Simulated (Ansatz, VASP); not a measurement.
# ZnS in VASP and in Ansatz

INCAR

```
ALGO     = Normal         # electronic algorithm
EDIFF    = 1E-6           # SCF threshold, eV
EDIFFG   = -0.01          # ionic threshold
ENCUT    = 600            # plane-wave cutoff, eV
GGA      = PE             # functional
IBRION   = 2              # ionic algorithm
ISIF     = 3              # what is computed and relaxed
ISMEAR   = 0              # smearing method
LASPH    = True           # aspherical terms in the spheres
LCHARG   = False          # write CHGCAR
LREAL    = False          # projectors in reciprocal space
LWAVE    = False          # write WAVECAR
NELM     = 80             # most SCF steps
NSW      = 100            # ionic steps
PREC     = Accurate       # precision mode
SIGMA    = 0.02           # smearing width, eV
```

Contents of KPOINTS:

```
k-points
0
Gamma
  6 6 8
```

Contents of POSCAR:

```
ZnS
1.0
    6.0779786868      0.0000000000      0.0000000000
   -3.0389893434      5.2636839464      0.0000000000
    0.0000000000      0.0000000000      3.6915056621
Zn S
3 3
Direct
    0.6141952087      0.0000000000      0.6666666667
    0.0000000000      0.6141952087      0.3333333333
    0.3858047913      0.3858047913      0.0000000000
    0.3670468035      0.0000000000      0.1666666667
    0.0000000000      0.3670468035      0.8333333333
    0.6329531965      0.6329531965      0.5000000000
```

Input for Ansatz:

```yaml
crystal:
  lattice:
    - [6.0779786868, 0.0, 0.0]
    - [-3.0389893434, 5.2636839464, 0.0]
    - [0.0, 0.0, 3.6915056621]
  atoms:
    - { symbol: Zn, position: [0.6141952087, 0.0, 0.6666666667] }
    - { symbol: Zn, position: [0.0, 0.6141952087, 0.3333333333] }
    - { symbol: Zn, position: [0.3858047913, 0.3858047913, 0.0] }
    - { symbol: S, position: [0.3670468035, 0.0, 0.1666666667] }
    - { symbol: S, position: [0.0, 0.3670468035, 0.8333333333] }
    - { symbol: S, position: [0.6329531965, 0.6329531965, 0.5] }
basis:
  ecutwfc: 420
kpoints:
  mp_grid: { grid: [6, 6, 8] }
hamiltonian:
  xc: pbe
scf:
  occupations: { method: gaussian, width: 0.02 }
output:
  forces: true
  stress: true
  eigenvalues: true
  write_density: true
  write_potential: true
  elf: true
  volumetric_format: npy
relax:
  adjacent_minimum: "off"
  f_tol: 0.01
  max_steps: 80
  cell: { stress_tol: 0.05 }
```

Alike in both runs: task relaxation of cell and atoms; functional PBE; k mesh 6 × 6 × 8; occupations gaussian, width 0.02 eV; no spin polarisation.

```csv
,VASP,Ansatz
version,VASP 6.6.1,Ansatz 0.2.0
potentials or method,"VASP PAW PBE potentials, release 64 (Zn, S), cutoff 600 eV","scalar-relativistic, plane waves, PAW"
valence electrons in the cell,54,54
```

Ansatz gave:

| Quantity | Value |
| --- | --- |
| gap on the k mesh at the Fermi level, each at its own relaxed structure (eV) | 1.90 |
| relaxed volume (Å³/atom) | 19.72 |
| relaxed cell length with the largest relative difference (Å) | 6.077 |

Problem. What did VASP give for the same quantities?

Solution. gap on the k mesh at the Fermi level, each at its own relaxed structure (eV): 1.89; relaxed volume (Å³/atom): 19.75; relaxed cell length with the largest relative difference (Å): 6.081.
